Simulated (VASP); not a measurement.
Input of a VASP 6.6.1 run:

Contents of INCAR:

```
PREC = Accurate
ENCUT = 600
EDIFF = 1E-8
ISMEAR = -1
SIGMA = 0.05
LREAL = F
LASPH = T
NELM = 60
ALGO = Normal
ISIF = 3
LWAVE = F
LCHARG = F
GGA = PS
IBRION = 6
NFREE = 2
POTIM = 0.015
NSW = 1
```

File KPOINTS:

```
regular mesh
0
Gamma
  6 6 6
```

Contents of POSCAR:

```
InAs
1.0
    0.0000000000      3.0180000000      3.0180000000
    3.0180000000      0.0000000000      3.0180000000
    3.0180000000      3.0180000000      0.0000000000
In As
1 1
Direct
    0.0000000000      0.0000000000      0.0000000000
    0.7500000000      0.7500000000      0.7500000000
```

Potentials or basis: VASP PAW PBE potentials, release 64 (In_d, As).

Launch:

```sh
$ cat potpaw_PBE.64/In_d/POTCAR potpaw_PBE.64/As/POTCAR > POTCAR
$ mpirun -np 1 vasp_std > vasp.out
```

Q: Estimate the elastic constants C11, C12, C44.

A: 83, 51, 33 GPa.

Q: What does it give for the Voigt bulk modulus?

A: 62 GPa.

Q: Predict the highest phonon frequency at Γ, LO-TO splitting left out.

A: 214 cm⁻¹.

Elastic tensor in Voigt notation (GPa, in the Cartesian axes of the cell as first typed):
```
83 51 51  0  0  0
51 83 51  0  0  0
51 51 83  0  0  0
 0  0  0 33  0  0
 0  0  0  0 33  0
 0  0  0  0  0 33
```

Caveat: the cell is under stress, which shifts elastic constants; the PAW data sets were made with another functional, which shifts forces and pressure a little.
